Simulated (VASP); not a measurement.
# Lu (P6_3/mmc) in VASP: single point with PBEsol

Aim: the single point of Lu with PBEsol.

Program: VASP 6.6.1. These are calculated values, not measurements. Logs are shortened: lines on timing, memory, paths and dates and some standing lists are left out, and cuts for length are marked.

## 1. The cell of the first run

It takes space group P6_3/mmc (No. 194, hexagonal). The conventional cell has a = 3.443 Å, b = 3.443 Å, c = 5.368 Å, α = 90.00°, β = 90.00°, γ = 120.00°. Lu (site symmetry -6m2) has 12 Lu at 3.34 to 3.44 Å within 4.4 Å.

## 2. Single point, PBEsol

INCAR reads:

```
  PREC = Accurate
  ENCUT = 520
  EDIFF = 1E-6
  ISMEAR = -1
  SIGMA = 0.1
  LREAL = False
  LASPH = True
  NELM = 100
  ALGO = Normal
  ISIF = 2
  LWAVE = False
  LCHARG = False
  GGA = PS
  NBANDS = 32
```

KPOINTS reads:

```
regular mesh
0
Gamma
  16 16 10
```

POSCAR reads:

```
Lu
1.0
    3.4434478554      0.0000000000      0.0000000000
   -1.7217239277      2.9821133194      0.0000000000
    0.0000000000      0.0000000000      5.3678591092
Lu
2
Direct
    0.3333333333      0.6666666667      0.2500000000
    0.6666666667      0.3333333333      0.7500000000
```

Potentials or basis: VASP PAW PBE potentials, release 64 (Lu).

Run with:

```
$ cat potpaw_PBE.64/Lu/POTCAR > POTCAR
$ mpirun -np 1 vasp_std > vasp.out
```

OUTCAR:

```text
PREC = Accurate
   ENCUT = 520
   EDIFF = 1E-6
   ISMEAR = -1
   LREAL = False
   LASPH = True
   NELM = 100
   ISIF = 2
   GGA = PS

 ion  position               nearest neighbor table
   1  0.333  0.667  0.250-   2 3.34   2 3.34   2 3.34   2 3.34   2 3.34   2 3.34
   2  0.667  0.333  0.750-   1 3.34   1 3.34   1 3.34   1 3.34   1 3.34   1 3.34

  LATTYP: Found a hexagonal cell.
 ALAT       =     3.4434478554
 C/A-ratio  =     1.5588617382

  Lattice vectors:

 A1 = (   3.4434478554,   0.0000000000,   0.0000000000)
 A2 = (  -1.7217239277,   2.9821133194,   0.0000000000)
 A3 = (   0.0000000000,   0.0000000000,   5.3678591092)

Analysis of symmetry for initial positions (statically):
=====================================================================
 Subroutine PRICEL returns:
 Original cell was already a primitive cell.

 Routine SETGRP: Setting up the symmetry group for a
 hexagonal supercell.

 Subroutine GETGRP returns: Found 24 space group operations
 (whereof 12 operations were pure point group operations)
 out of a pool of 24 trial point group operations.

The static configuration has the point symmetry D_3d.
 The point group associated with its full space group is D_6h.

Analysis of symmetry for dynamics (positions and initial velocities):
=====================================================================
 Subroutine PRICEL returns:
 Original cell was already a primitive cell.

 Routine SETGRP: Setting up the symmetry group for a
 hexagonal supercell.

 Subroutine GETGRP returns: Found 24 space group operations
 (whereof 12 operations were pure point group operations)
 out of a pool of 24 trial point group operations.

The dynamic configuration has the point symmetry D_3d.
 The point group associated with its full space group is D_6h.

 Subroutine INISYM returns: Found 24 space group operations
 (whereof 12 operations are pure point group operations),
 and found     1 'primitive' translations

----------------------------------------------------------------------------------------

                                     Primitive cell

  volume of cell :      55.1212

  direct lattice vectors                    reciprocal lattice vectors
     3.443447855  0.000000000  0.000000000     0.290406605  0.167666331  0.000000000
    -1.721723928  2.982113319  0.000000000     0.000000000  0.335332663  0.000000000
[... 79 lines left out ...]
   ISPIN  =      1    spin polarized calculation?
   LNONCOLLINEAR =      F non collinear calculations
   LSORBIT =      F    spin-orbit coupling
   LASPH  =      T    aspherical Exc in radial PAW
   ENCUT  =  520.0 eV  38.22 Ry    6.18 a.u.   6.40  6.40  9.98*2*pi/ulx,y,z
   NELM   =    100;   NELMIN=  2; NELMDL= -5     # of ELM steps
   EDIFF  = 0.1E-05   stopping-criterion for ELM
   LREAL  =      F    real-space projection
   EDIFFG = 0.1E-04   stopping-criterion for IOM
   NSW    =      0    number of steps for IOM
   IBRION =     -1    ionic relax: 0-MD 1-quasi-New 2-CG
   NFREE  =      0    steps in history (QN), initial steepest desc. (CG)
   ISIF   =      2    stress and relaxation
   ISYM   =      2    0-nonsym 1-usesym 2-fastsym
   POTIM  = 0.5000    time-step for ionic-motion
   TEBEG  =    0.0;   TEEND  =   0.0 temperature during run
   PSTRESS=    0.0 pullay stress
   NELECT =      50.0000    total number of electrons
   NUPDOWN=      -1.0000    fix difference up-down
   EMIN   =  10.00;   EMAX   =-10.00  energy-range for DOS
   EFERMI =   0.00;   METHOD = LEGACY
   ISMEAR =    -1;   SIGMA  =   0.10  broadening in eV -4-tet -1-fermi 0-gaus
   EFERMI_NEDOS =   21; number of points for ismear=-14 and -15
   IALGO  =     38    algorithm
   IMIX   =      4    mixing-type and parameters
     AMIX     =   0.40;   BMIX     =  1.00
     AMIX_MAG =   1.60;   BMIX_MAG =  1.00
  volume/ion in A,a.u.               =      27.56       185.99
  Fermi-wavevector in a.u.,A,eV,Ry     =   1.584742  2.994728 34.169771  2.511407
  Thomas-Fermi vector in A             =   2.684313
   LORBIT       =      0    0 simple, 1 ext, 2 COOP (PROOUT), +10 PAW based schemes
   GGA     = PS    functional components
   LHFCALC =     F    Hartree Fock is set to
   AEXX    =    0.0000 exact exchange contribution
   IVDW    =     0    specifies the selected vdW correction
   LEPSILON=     F    determine dielectric tensor
   LRPA    =     F    only Hartree local field effects (RPA)
 non-spin polarized calculation
  energy-cutoff  :      520.00
  volume of cell :       55.12
 maximum number of plane-waves:      1505
 NGX is ok and might be reduce to    28
   NGX = 13   NGY = 13   NGZ = 19

 number of electron      50.0000023 magnetization

 Free energy of the ion-electron system (eV)
  ---------------------------------------------------
  ext. energy  EPLUGINS =         0.00000000
  ---------------------------------------------------
  free energy    TOTEN  =        -9.95423091 eV

  energy without entropy =       -9.85246712  energy(sigma->0) =       -9.90334901

 E-fermi :   2.2853     XC(G=0): -11.0445

 val. band max:        2.2831769027   @ k =   0.3750  -0.0000   0.1000
 cond. band min:       2.2910282121   @ k =   0.4375  -0.0000   0.3000
 fundamental gap:      0.0078513094
 Fermi energy:         2.2852751779

 k-point     1 :       0.0000    0.0000    0.0000
  band No.  band energies     occupation
      1     -53.7646      2.00000
      2     -53.7178      2.00000
      3     -24.7801      2.00000
      4     -24.2576      2.00000
      5     -24.2576      2.00000
      6     -24.1550      2.00000
[... 829 lines left out ...]
     31       7.5143      0.00000
     32       8.6121      0.00000

 [... further k-points ...]

------------------------ aborting loop because EDIFF is reached ----------------------------------------

  FORCE on cell =-STRESS in cart. coord.  units (eV):
  Direction    XX          YY          ZZ          XY          YZ          ZX
  --------------------------------------------------------------------------------------
  -------------------------------------------------------------------------------------
  Total        0.0412302      0.0412302      0.0456425      0.0000000      0.0000000      0.0000000
  in kB        1.1984149      1.1984149      1.3266653      0.0000000      0.0000000      0.0000000
  external PRESSURE =       1.2411650 kB  Pullay stress =       0.0000000 kB

 VOLUME and BASIS-vectors are now :
 -----------------------------------------------------------------------------
  energy-cutoff  :      520.00
  volume of cell :       55.12
      direct lattice vectors                 reciprocal lattice vectors
     3.443447855  0.000000000  0.000000000     0.290406605  0.167666331  0.000000000
    -1.721723928  2.982113319  0.000000000     0.000000000  0.335332663  0.000000000
     0.000000000  0.000000000  5.367859109     0.000000000  0.000000000  0.186294010

 POSITION                                       TOTAL-FORCE (eV/Angst)
 -----------------------------------------------------------------------------------
     -0.00000      1.98808      1.34196        -0.000000      0.000000      0.000000
      1.72172      0.99404      4.02589         0.000000     -0.000000      0.000000
 -----------------------------------------------------------------------------------
    total drift:                               -0.000000      0.000000     -0.000000

  FREE ENERGIE OF THE ION-ELECTRON SYSTEM (eV)
  ---------------------------------------------------
  free  energy   TOTEN  =        -9.9542309096 eV

  energy  without entropy=       -9.8524671200  energy(sigma->0) =       -9.90334901
```

OSZICAR:

```text
N       E                     dE             d eps       ncg     rms          rms(c)
DAV:   1     0.238081661012E+03    0.23808E+03   -0.19095E+04 16688   0.508E+03
DAV:   2     0.194391234547E+02   -0.21864E+03   -0.21001E+03 12576   0.558E+02
DAV:   3    -0.758381953821E+01   -0.27023E+02   -0.26528E+02 16392   0.117E+02
DAV:   4    -0.100983265046E+02   -0.25145E+01   -0.24957E+01 17760   0.250E+01
DAV:   5    -0.101674384251E+02   -0.69112E-01   -0.69086E-01 17592   0.442E+00    0.489E+00
DAV:   6    -0.998999845154E+01    0.17744E+00   -0.58496E-01 17976   0.106E+01    0.215E+00
DAV:   7    -0.995751067808E+01    0.32488E-01   -0.98576E-02 16624   0.189E+00    0.498E-01
DAV:   8    -0.995397107393E+01    0.35396E-02   -0.16216E-02 18576   0.919E-01    0.154E-01
DAV:   9    -0.995425595503E+01   -0.28488E-03   -0.21367E-03 15320   0.330E-01    0.166E-01
DAV:  10    -0.995423235997E+01    0.23595E-04   -0.41534E-04 17432   0.193E-01    0.152E-02
DAV:  11    -0.995423141588E+01    0.94408E-06   -0.21380E-05 16288   0.325E-02    0.485E-03
DAV:  12    -0.995423090956E+01    0.50633E-06   -0.19489E-06 11184   0.127E-02
   1 F= -.99542309E+01 E0= -.99033490E+01  d E =-.101764E+00
```

stdout:

```text
POSCAR found type information on POSCAR Lu
 POSCAR found :  1 types and       2 ions
 scaLAPACK will be used
 -----------------------------------------------------------------------------
|                                                                             |
|                                                                             |
|     You enforced a specific xc type in the INCAR file but a different       |
|     I HOPE YOU KNOW WHAT YOU ARE DOING!                                     |
|                                                                             |
 -----------------------------------------------------------------------------

 LDA part: xc-table for (Slater+PW92), standard interpolation
 POSCAR, INCAR and KPOINTS ok, starting setup
 FFT: planning ... GRIDC
 FFT: planning ... GRID_SOFT
 FFT: planning ... GRID
 WAVECAR not read
 entering main loop
```

Wall time 2.2 min (1 thread of Intel Xeon 6975P-C (Granite Rapids), shared host); peak memory 0.36 GiB.

What came out:

```yaml
Free_energy: -9.9542 eV
Pressure: 0.1 GPa
Band_gap_on_the_k_mesh: zero (bands 25 and 26 overlap by 1.90 eV)
```

Levels at points of the mesh, in eV from the Fermi level:
```csv
k point,band 21,band 22,band 23,band 24,band 25,band 26,band 27,band 28,band 29,band 30
"(0.00, 0.00, 0.00)",-4.75,-4.72,-4.72,-2.49,0.89,2.22,2.22,2.69,3.01,3.01
"(0.50, 0.00, 0.00)",-4.74,-4.73,-2.38,-1.48,-0.92,-0.29,1.71,1.85,2.52,6.44
"(0.00, 0.00, 0.50)",-4.72,-4.72,-4.40,-4.40,1.25,1.25,2.11,2.11,2.11,2.11
"(0.50, 0.00, 0.50)",-4.75,-4.75,-2.20,-2.20,0.12,0.12,1.50,1.50,3.47,3.47
```

Caveat: the PAW data sets were made with another functional, which shifts forces and pressure a little; spin-orbit coupling is left out, which moves the levels of the heavy elements.
